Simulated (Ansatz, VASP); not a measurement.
**One calculation of C, two programs**

```xyz
2
Lattice="0.0000 1.7471 1.7471 1.7471 0.0000 1.7471 1.7471 1.7471 0.0000" Properties=species:S:1:pos:R:3 pbc="T T T"
C     0.0000    0.0000    0.0000
C     0.8735    0.8735    0.8735
```

Alike in both runs: task single point; functional PBE; k mesh 4 × 4 × 4; no spin polarisation.

|  | VASP | Ansatz |
| --- | --- | --- |
| version | VASP 6.6.1 | Ansatz 0.2.0-dev |
| potentials or method | VASP PAW PBE potentials, release 64 (C), cutoff 600 eV | hard PAW set made for 700 eV |
| occupations | gaussian, width 0.01 eV | fixed |

VASP gave:

```
gap on the k mesh at the Fermi level (eV) : 4.59
```

What did Ansatz give for the same quantities?

gap on the k mesh at the Fermi level (eV): 4.60.

The k mesh is coarse, so the values compare programs but aren't converged.
